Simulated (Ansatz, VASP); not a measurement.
# One calculation of Zr3Sb4, two programs

```
CELL_PARAMETERS angstrom
4.62357 0.00000 0.00000
0.00000 4.62357 0.00000
0.00000 0.00000 10.64194
ATOMIC_POSITIONS crystal
Zr 0.00000 0.00000 0.83219
Zr 0.50000 0.50000 0.50000
Zr 0.00000 0.00000 0.16781
Sb 0.50000 0.00000 0.65222
Sb 0.00000 0.50000 0.34778
Sb 0.50000 0.00000 0.00818
Sb 0.00000 0.50000 0.99182
```

Change from the starting cell: ordered vacancies on the cation sites of zinc blende (P-4m2, No. 115).

Alike in both runs: functional PBE; k mesh 8 × 8 × 4; occupations gaussian, width 0.1 eV; no spin polarisation.

Ansatz relaxed the structure, and its values are those at the end. VASP's run is a single point on that final structure, the one shown.

```csv
,VASP,Ansatz
version,VASP 6.6.1,Ansatz 0.2.0
potentials or method,"VASP PAW PBE potentials, release 64 (Zr_sv, Sb), cutoff 520 eV","scalar-relativistic, plane waves, PAW"
valence electrons in the cell,56,96
```

```csv
,VASP,Ansatz,Ansatz less VASP
gap on the k mesh at the Fermi level (eV),none,none,-
pressure (GPa),0.0,0.0,-0.02
```

A gap of «none» marks a metal or a gap that the smearing closes. VASP's potentials hold 56 valence electrons a cell and Ansatz's 96, so a difference there can come from the potentials and not from the codes.

Neither program's run includes spin-orbit coupling.
